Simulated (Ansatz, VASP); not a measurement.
# One calculation of HfNb2CN2, two programs

```xyz
6
Lattice="2.6295 -4.9843 0.0000 2.6295 4.9843 0.0000 0.0000 0.0000 2.9134" Properties=species:S:1:pos:R:3 pbc="T T T"
Hf    2.6295    0.0000    0.0000
Nb    2.6295    3.3147    0.0000
Nb    2.6295   -3.3147    0.0000
C     0.0000    0.0000    1.4567
N     1.3147    2.4921    1.4567
N     1.3147   -2.4921    1.4567
```

Change from the starting cell: species swapped into the CeB2Ir2Rh type (Cmmm, No. 65).

Alike in both runs: task relaxation of cell and atoms; functional PBE; k mesh 8 × 8 × 12; occupations gaussian, width 0.1 eV; no spin polarisation.

```csv
,VASP,Ansatz
version,VASP 6.6.1,Ansatz 0.2.0
potentials or method,"VASP PAW PBE potentials, release 64 (Hf_pv, Nb_sv, C, N), cutoff 600 eV","scalar-relativistic, plane waves, PAW"
valence electrons in the cell,50,66
```

|  | VASP | Ansatz | Ansatz less VASP |
| --- | --- | --- | --- |
| gap on the k mesh at the Fermi level, each at its own relaxed structure (eV) | none | none | - |
| relaxed volume (Å³/atom) | 12.65 | 12.69 | +0.040 |
| relaxed length of the cell vector where the two differ most in proportion (Å) | 5.620 | 5.627 | +0.0071 |

A gap of «none» marks a metal or a gap that the smearing closes. VASP's potentials hold 50 valence electrons a cell and Ansatz's 66, so a difference there can come from the potentials and not from the codes.

Spin-orbit coupling is off throughout.
